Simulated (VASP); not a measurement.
# PbS (Fm-3m) in VASP: single point with PBE

Aim: the single point of PbS with PBE.

Everything below comes from runs of VASP 6.6.1. Logs are shortened: lines on timing, memory, paths and dates and some standing lists are left out, and cuts for length are marked.

## 1. The cell of the first run

Symmetry: Fm-3m, No. 225, cubic system. The conventional cell has a = 5.907 Å, b = 5.907 Å, c = 5.907 Å, α = 90.00°, β = 90.00°, γ = 90.00°. Pb (site symmetry m-3m) has 6 S at 2.95 Å within 3.9 Å. S (site symmetry m-3m) has 6 Pb at 2.95 Å within 3.9 Å.

## 2. Single point, PBE

Contents of POSCAR:

```
PbS
1.0
    0.0000000000      2.9533260000      2.9533260000
    2.9533260000      0.0000000000      2.9533260000
    2.9533260000      2.9533260000      0.0000000000
Pb S
1 1
Direct
    0.0000000000      0.0000000000      0.0000000000
    0.5000000000      0.5000000000      0.5000000000
```

Contents of INCAR.step1:

```
PREC = Accurate
ENCUT = 400
EDIFF = 1E-6
ISMEAR = -1
SIGMA = 0.012
LREAL = F
LASPH = T
NELM = 120
ALGO = Normal
ISIF = 2
LWAVE = F
LCHARG = T
GGA = PE
NBANDS = 17
GGA_COMPAT = F
NEDOS = 2001
LORBIT = 11
```

Contents of KPOINTS.step1:

```
Automatic mesh
0
Gamma
  8 8 8
```

Contents of INCAR.step2:

```
PREC = Accurate
ENCUT = 400
EDIFF = 1E-6
ISMEAR = -5
SIGMA = 0.012
LREAL = F
LASPH = T
NELM = 120
ALGO = Normal
ISIF = 2
LWAVE = F
LCHARG = F
GGA = PE
LORBIT = 11
NBANDS = 17
NEDOS = 2001
ICHARG = 11
GGA_COMPAT = F
```

Contents of KPOINTS.step2:

```
Automatic mesh
0
Gamma
  12 12 12
```

Potentials or basis: VASP PAW PBE potentials, release 64 (Pb_d, S).

Started as:

```bash
$ cat potpaw_PBE.64/Pb_d/POTCAR potpaw_PBE.64/S/POTCAR > POTCAR
$ cp INCAR.step1 INCAR
$ cp KPOINTS.step1 KPOINTS
$ mpirun -np 1 vasp_std > vasp.out
$ cp INCAR.step2 INCAR
$ cp KPOINTS.step2 KPOINTS
$ mpirun -np 1 vasp_std > vasp.out
```

OUTCAR:

```text
PREC = Accurate
   ENCUT = 400
   EDIFF = 1E-6
   ISMEAR = -5
   LREAL = F
   LASPH = T
   NELM = 120
   ISIF = 2
   GGA = PE
   LORBIT = 11
   ICHARG = 11

 ion  position               nearest neighbor table
   1  0.000  0.000  0.000-   2 2.95   2 2.95   2 2.95   2 2.95   2 2.95   2 2.95
   2  0.500  0.500  0.500-   1 2.95   1 2.95   1 2.95   1 2.95   1 2.95   1 2.95

  LATTYP: Found a face centered cubic cell.
 ALAT       =     5.9066520000

  Lattice vectors:

 A1 = (   0.0000000000,   2.9533260000,   2.9533260000)
 A2 = (   2.9533260000,   0.0000000000,   2.9533260000)
 A3 = (   2.9533260000,   2.9533260000,   0.0000000000)

Analysis of symmetry for initial positions (statically):
=====================================================================
 Subroutine PRICEL returns:
 Original cell was already a primitive cell.

 Routine SETGRP: Setting up the symmetry group for a
 face centered cubic supercell.

 Subroutine GETGRP returns: Found 48 space group operations
 (whereof 48 operations were pure point group operations)
 out of a pool of 48 trial point group operations.

The static configuration has the point symmetry O_h .

Analysis of symmetry for dynamics (positions and initial velocities):
=====================================================================
 Subroutine PRICEL returns:
 Original cell was already a primitive cell.

 Routine SETGRP: Setting up the symmetry group for a
 face centered cubic supercell.

 Subroutine GETGRP returns: Found 48 space group operations
 (whereof 48 operations were pure point group operations)
 out of a pool of 48 trial point group operations.

The dynamic configuration has the point symmetry O_h .

 Subroutine INISYM returns: Found 48 space group operations
 (whereof 48 operations are pure point group operations),
 and found     1 'primitive' translations

----------------------------------------------------------------------------------------

                                     Primitive cell

  volume of cell :      51.5186

  direct lattice vectors                    reciprocal lattice vectors
     0.000000000  2.953326000  2.953326000    -0.169300646  0.169300646  0.169300646
     2.953326000  0.000000000  2.953326000     0.169300646 -0.169300646  0.169300646
     2.953326000  2.953326000  0.000000000     0.169300646  0.169300646 -0.169300646

  length of vectors
     4.176633683  4.176633683  4.176633683     0.293237321  0.293237321  0.293237321

  position of ions in fractional coordinates (direct lattice)
     0.000000000  0.000000000  0.000000000
     0.500000000  0.500000000  0.500000000

  ion indices of the primitive-cell ions
   primitive index   ion index
                 1           1
                 2           2

----------------------------------------------------------------------------------------

 KPOINTS: Automatic mesh

Automatic generation of k-mesh.
 Grid dimensions read from file:
 generate k-points for:   12   12   12

 Generating k-lattice:

  Cartesian coordinates                     Fractional coordinates (reciprocal lattice)
    -0.014108387  0.014108387  0.014108387     0.083333333  0.000000000  0.000000000
     0.014108387 -0.014108387  0.014108387     0.000000000  0.083333333  0.000000000
     0.014108387  0.014108387 -0.014108387     0.000000000  0.000000000  0.083333333

  Length of vectors
     0.024436443  0.024436443  0.024436443

  Shift w.r.t. Gamma in fractional coordinates (k-lattice)
     0.000000000  0.000000000  0.000000000

 TETIRR: Found    247 inequivalent tetrahedra from    10368

 Subroutine IBZKPT returns following result:
 ===========================================

 Found     72 irreducible k-points:

 Following reciprocal coordinates:
            Coordinates               Weight
  0.000000  0.000000  0.000000      1.000000
  0.083333  0.000000  0.000000      8.000000
  0.166667  0.000000  0.000000      8.000000
  0.250000  0.000000  0.000000      8.000000
  0.333333  0.000000  0.000000      8.000000
  0.416667  0.000000  0.000000      8.000000
[... 16 lines left out ...]
  0.500000  0.166667  0.000000     24.000000
 -0.416667  0.166667  0.000000     24.000000
 [... further k-points ...]
   k-points           NKPTS =     72   k-points in BZ     NKDIM =     72   number of bands    NBANDS=     17
   number of dos      NEDOS =   2001   number of ions     NIONS =      2
   total plane-waves  NPLWV =  21952
   dimension x,y,z NGX =    28 NGY =   28 NGZ =   28
   dimension x,y,z NGXF=    56 NGYF=   56 NGZF=   56
   ions per type =               1   1
   NGX,Y,Z   is equivalent  to a cutoff of  11.15, 11.15, 11.15 a.u.
   NGXF,Y,Z  is equivalent  to a cutoff of  22.29, 22.29, 22.29 a.u.
 SYSTEM =  unknown system
   PREC   = accura    normal or accurate (medium, high low for compatibility)
   ISTART =      0    job   : 0-new  1-cont  2-samecut
   ICHARG =     11    charge: 1-file 2-atom 10-const
   ISPIN  =      1    spin polarized calculation?
   LNONCOLLINEAR =      F non collinear calculations
   LSORBIT =      F    spin-orbit coupling
   LASPH  =      T    aspherical Exc in radial PAW
   ENCUT  =  400.0 eV  29.40 Ry    5.42 a.u.   6.81  6.81  6.81*2*pi/ulx,y,z
   NELM   =    120;   NELMIN=  2; NELMDL=  0     # of ELM steps
   EDIFF  = 0.1E-05   stopping-criterion for ELM
   LREAL  =      F    real-space projection
   EDIFFG = 0.1E-04   stopping-criterion for IOM
   NSW    =      0    number of steps for IOM
   IBRION =     -1    ionic relax: 0-MD 1-quasi-New 2-CG
   NFREE  =      0    steps in history (QN), initial steepest desc. (CG)
   ISIF   =      2    stress and relaxation
   ISYM   =      2    0-nonsym 1-usesym 2-fastsym
   POTIM  = 0.5000    time-step for ionic-motion
   TEBEG  =    0.0;   TEEND  =   0.0 temperature during run
   PSTRESS=    0.0 pullay stress
   NELECT =      20.0000    total number of electrons
   NUPDOWN=      -1.0000    fix difference up-down
   EMIN   =  10.00;   EMAX   =-10.00  energy-range for DOS
   EFERMI =   0.00;   METHOD = LEGACY
   ISMEAR =    -5;   SIGMA  =   0.01  broadening in eV -4-tet -1-fermi 0-gaus
   EFERMI_NEDOS =   21; number of points for ismear=-14 and -15
   IALGO  =     38    algorithm
   IMIX   =      4    mixing-type and parameters
     AMIX     =   0.40;   BMIX     =  1.00
     AMIX_MAG =   1.60;   BMIX_MAG =  1.00
  volume/ion in A,a.u.               =      25.76       173.83
  Fermi-wavevector in a.u.,A,eV,Ry     =   1.194254  2.256813 19.405215  1.426243
  Thomas-Fermi vector in A             =   2.330249
   LORBIT       =     11    0 simple, 1 ext, 2 COOP (PROOUT), +10 PAW based schemes
   GGA     = PE    functional components
   LHFCALC =     F    Hartree Fock is set to
   AEXX    =    0.0000 exact exchange contribution
   IVDW    =     0    specifies the selected vdW correction
   LEPSILON=     F    determine dielectric tensor
   LRPA    =     F    only Hartree local field effects (RPA)
 non-spin polarized calculation
 Fermi weights with tetrahedron method with Bloechl corrections
  energy-cutoff  :      400.00
  volume of cell :       51.52
 maximum number of plane-waves:       960

 number of electron      19.9999997 magnetization

 Free energy of the ion-electron system (eV)
  ---------------------------------------------------
  ext. energy  EPLUGINS =         0.00000000
  ---------------------------------------------------
  free energy    TOTEN  =        -8.74462223 eV

  energy without entropy =       -8.74462223  energy(sigma->0) =       -8.74462223

 E-fermi :   6.0174     XC(G=0):  -9.7419

 val. band max:        6.0052783061   @ k =   0.5000   0.0000   0.0000
 cond. band min:       6.3217216477   @ k =   0.5000   0.0000   0.0000
 fundamental gap:      0.3164433416
 Fermi energy:         6.0174275661

 k-point     1 :       0.0000    0.0000    0.0000
  band No.  band energies     occupation
      1     -10.8535      2.00000
      2     -10.8535      2.00000
      3     -10.8535      2.00000
      4     -10.8419      2.00000
      5     -10.8419      2.00000
      6      -7.7230      2.00000
[... 9 lines left out ...]
     16      12.6874      0.00000
     17      14.6104      0.00000

 k-point     2 :       0.0833    0.0000    0.0000
  band No.  band energies     occupation
      1     -10.8531      2.00000
      2     -10.8518      2.00000
      3     -10.8518      2.00000
      4     -10.8426      2.00000
      5     -10.8426      2.00000
      6      -7.6621      2.00000
[... 9 lines left out ...]
     16      12.8753      0.00000
     17      15.2372      0.00000

 k-point     3 :       0.1667    0.0000    0.0000
  band No.  band energies     occupation
      1     -10.8535      2.00000
      2     -10.8535      2.00000
      3     -10.8523      2.00000
      4     -10.8380      2.00000
      5     -10.8380      2.00000
      6      -7.4847      2.00000
[... 9 lines left out ...]
     16      13.3009      0.00000
     17      16.5032      0.00000

 k-point     4 :       0.2500    0.0000    0.0000
  band No.  band energies     occupation
      1     -10.8607      2.00000
      2     -10.8607      2.00000
      3     -10.8515      2.00000
      4     -10.8269      2.00000
      5     -10.8269      2.00000
      6      -7.2094      2.00000
[... 9 lines left out ...]
     16      13.9188      0.00000
     17      17.9446      0.00000

 k-point     5 :       0.3333    0.0000    0.0000
  band No.  band energies     occupation
      1     -10.8684      2.00000
      2     -10.8684      2.00000
      3     -10.8508      2.00000
      4     -10.8152      2.00000
      5     -10.8152      2.00000
      6      -6.8785      2.00000
[... 9 lines left out ...]
     16      14.7107      0.00000
     17      18.3155      0.00000

 k-point     6 :       0.4167    0.0000    0.0000
  band No.  band energies     occupation
      1     -10.8742      2.00000
      2     -10.8742      2.00000
      3     -10.8506      2.00000
      4     -10.8064      2.00000
      5     -10.8064      2.00000
      6      -6.5789      2.00000
[... 9 lines left out ...]
     16      15.5807      0.00000
     17      17.2712      0.00000

 k-point     7 :       0.5000    0.0000    0.0000
  band No.  band energies     occupation
      1     -10.8763      2.00000
      2     -10.8763      2.00000
      3     -10.8505      2.00000
      4     -10.8033      2.00000
      5     -10.8033      2.00000
      6      -6.4501      2.00000
[... 9 lines left out ...]
     16      16.0902      0.00000
     17      16.5630      0.00000

 k-point     8 :       0.0833    0.0833    0.0000
  band No.  band energies     occupation
      1     -10.8553      2.00000
      2     -10.8494      2.00000
      3     -10.8494      2.00000
      4     -10.8473      2.00000
      5     -10.8401      2.00000
      6      -7.6413      2.00000
[... 9 lines left out ...]
     16      13.2871      0.00000
     17      15.3038      0.00000
[... 203 lines left out ...]
      1     -10.8671      2.00000
      2     -10.8602      2.00000
      3     -10.8381      2.00000
      4     -10.8381      2.00000
      5     -10.8351      2.00000
      6      -7.3981      2.00000
[... 9 lines left out ...]
     16      14.5268      0.00000
     17      15.6014      0.00000

 k-point    20 :       0.2500    0.1667    0.0000
  band No.  band energies     occupation
      1     -10.8819      2.00000
      2     -10.8614      2.00000
      3     -10.8399      2.00000
      4     -10.8307      2.00000
      5     -10.8240      2.00000
      6      -7.1872      2.00000
[... 9 lines left out ...]
     16      15.0336      0.00000
     17      16.4377      0.00000

 k-point    21 :       0.3333    0.1667    0.0000
  band No.  band energies     occupation
      1     -10.8948      2.00000
      2     -10.8586      2.00000
      3     -10.8461      2.00000
      4     -10.8242      2.00000
      5     -10.8118      2.00000
      6      -6.8972      2.00000
[... 9 lines left out ...]
     16      15.6175      0.00000
     17      17.4678      0.00000

 k-point    22 :       0.4167    0.1667    0.0000
  band No.  band energies     occupation
      1     -10.9030      2.00000
      2     -10.8533      2.00000
      3     -10.8528      2.00000
      4     -10.8197      2.00000
      5     -10.8035      2.00000
      6      -6.5849      2.00000
[... 9 lines left out ...]
     16      16.3107      0.00000
     17      17.3771      0.00000

 k-point    23 :       0.5000    0.1667    0.0000
  band No.  band energies     occupation
      1     -10.9046      2.00000
      2     -10.8598      2.00000
      3     -10.8465      2.00000
      4     -10.8173      2.00000
      5     -10.8011      2.00000
      6      -6.3504      2.00000
[... 9 lines left out ...]
     16      16.3686      0.00000
     17      16.8433      0.00000

 k-point    24 :      -0.4167    0.1667    0.0000
  band No.  band energies     occupation
      1     -10.8994      2.00000
      2     -10.8639      2.00000
      3     -10.8427      2.00000
      4     -10.8161      2.00000
      5     -10.8053      2.00000
      6      -6.3144      2.00000
[... 9 lines left out ...]
     16      15.5211      0.00000
     17      17.4584      0.00000

 [... further k-points ...]
[... 5 lines left out ...]
  --------------------------------------------------------------------------------------
  -------------------------------------------------------------------------------------
  Total        0.9579429      0.9579429      0.9579429     -0.0000000     -0.0000000     -0.0000000
  in kB       29.7910670     29.7910670     29.7910670     -0.0000000     -0.0000000     -0.0000000
  external PRESSURE =      29.7910670 kB  Pullay stress =       0.0000000 kB

 VOLUME and BASIS-vectors are now :
 -----------------------------------------------------------------------------
  energy-cutoff  :      400.00
  volume of cell :       51.52
      direct lattice vectors                 reciprocal lattice vectors
     0.000000000  2.953326000  2.953326000    -0.169300646  0.169300646  0.169300646
     2.953326000  0.000000000  2.953326000     0.169300646 -0.169300646  0.169300646
     2.953326000  2.953326000  0.000000000     0.169300646  0.169300646 -0.169300646

 POSITION                                       TOTAL-FORCE (eV/Angst)
 -----------------------------------------------------------------------------------
      0.00000      0.00000      0.00000         0.000000      0.000000     -0.000000
      2.95333      2.95333      2.95333        -0.000000     -0.000000      0.000000
 -----------------------------------------------------------------------------------
    total drift:                                0.000000      0.000000      0.000000

  FREE ENERGIE OF THE ION-ELECTRON SYSTEM (eV)
  ---------------------------------------------------
  free  energy   TOTEN  =        -8.7446222251 eV

  energy  without entropy=       -8.7446222251  energy(sigma->0) =       -8.74462223

 total charge

# of ion       s       p       d       tot
------------------------------------------
    1        1.489   0.512   9.847  11.848
    2        1.351   2.344   0.000   3.694
--------------------------------------------------
tot          2.839   2.855   9.847  15.542
```

Wall time 18 s (1 thread of Intel Xeon 6975P-C (Granite Rapids), shared host); peak memory 0.17 GiB.

What came out:

```
Valence electrons inside the program's atomic spheres : Pb 11.85; S 3.69
```

Caveat: spin-orbit coupling is left out, which moves the levels of the heavy elements.
